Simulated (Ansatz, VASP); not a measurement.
Na: VASP beside Ansatz

```
Na
1.0
    -2.07515    2.11750    2.11750
     2.11750   -2.07515    2.11750
     2.11750    2.11750   -2.07515
Na
1
Direct
  0.00000 0.00000 0.00000
```

Change from the starting cell: equal xy, yz and zx shear strains of +2 %.

Alike in both runs: task single point; functional PBEsol; k mesh 12 × 12 × 12; occupations fermi-dirac, width 0.05 eV; no spin polarisation.

|  | VASP | Ansatz |
| --- | --- | --- |
| version | VASP 6.6.1 | Ansatz 0.2.0 |
| potentials or method | VASP PAW PBE potentials, release 64 (Na_pv), cutoff 520 eV | all-electron LAPW, scalar-relativistic |

```tsv
	VASP	Ansatz	Ansatz less VASP
pressure (GPa)	-0.3	-0.3	+0.02
traceless stress, the component that is largest in VASP (GPa)	-0.08	-0.08	+0.001
```

VASP's potentials were made for PBE, not for PBEsol. Ansatz ran all-electron here, and VASP with PAW potentials.
